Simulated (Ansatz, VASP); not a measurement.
MgS: VASP beside Ansatz

```
CELL_PARAMETERS angstrom
0.00000 2.61479 2.61479
2.61479 0.00000 2.61479
2.61479 2.61479 0.00000
ATOMIC_POSITIONS crystal
Mg 0.00000 0.00000 0.00000
S 0.50000 0.50000 0.50000
```

Alike in both runs: functional PBE; k mesh 8 × 8 × 8; occupations gaussian, width 0.02 eV; no spin polarisation.

Ansatz relaxed the structure, and its values are those at the end. VASP's run is a single point on that final structure, the one shown.

```csv
,VASP,Ansatz
version,VASP 6.6.1,Ansatz 0.2.0
potentials or method,"VASP PAW PBE potentials, release 64 (Mg, S), cutoff 600 eV","scalar-relativistic, plane waves, PAW"
valence electrons in the cell,8,16
```

```tsv
	VASP	Ansatz	Ansatz less VASP
gap on the k mesh at the Fermi level (eV)	2.74	2.76	+0.015
least direct gap on the mesh (eV)	3.59	3.60	+0.012
pressure (GPa)	-0.3	0.0	+0.27
```

VASP's potentials hold 8 valence electrons a cell and Ansatz's 16, so a difference there can come from the potentials and not from the codes.
